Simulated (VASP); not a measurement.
Wanted: the native input for a VASP 6.6.1 run.

- Task: single point
- Functional: LDA
- Potentials or basis: VASP PAW LDA potentials, release 64 (W_sv)
- Cutoff: 520 eV
- k mesh: 20 × 20 × 20
- Occupations: fermi-dirac, width 0.15 eV
- Spin: no spin polarisation
- Dipole correction: no
- Further INCAR settings: ALGO = Normal; EDIFF = 1e-06; NBANDS = 13

The structure of W lies in POSCAR:

```
W
1.0
    0.0000000000      1.9871633022      1.9871633022
    1.9871633022      0.0000000000      1.9871633022
    1.9871633022      1.9871633022      0.0000000000
W
1
Direct
    0.0000000000      0.0000000000      0.0000000000
```

One way to write it, as run:

INCAR

```
SYSTEM = W
ALGO     = Normal         ! electronic algorithm
EDIFF    = 1E-6           ! SCF threshold, eV
ENCUT    = 520            ! plane-wave cutoff, eV
ISIF     = 2              ! what is computed and relaxed
ISMEAR   = -1             ! smearing method
LASPH    = .TRUE.         ! aspherical terms in the spheres
LCHARG   = .FALSE.        ! write CHGCAR
LREAL    = .FALSE.        ! projectors in reciprocal space
LWAVE    = .FALSE.        ! write WAVECAR
NBANDS   = 13             ! bands
NELM     = 80             ! most SCF steps
PREC     = Accurate       ! precision mode
SIGMA    = 0.15           ! smearing width, eV
```

KPOINTS

```
k-points
0
G
  20 20 20
  0 0 0
```

Potentials or basis: VASP PAW LDA potentials, release 64 (W_sv).

Launch:

```bash
$ cat potpaw_LDA.64/W_sv/POTCAR > POTCAR
$ mpirun -np 1 vasp_std > vasp.out
```

It gave:

- Pressure: 1.8 GPa
- Band gap on the k mesh: zero (band 7 reaches 14.44 eV, above the bottom of band 8 at 10.34 eV)

Caveat: spin-orbit coupling is left out, which moves the levels of the heavy elements.

It took 30 s on 1 thread of AMD EPYC 9R45 96-Core Processor (Zen 5), on a shared host, peak memory 0.13 GiB.
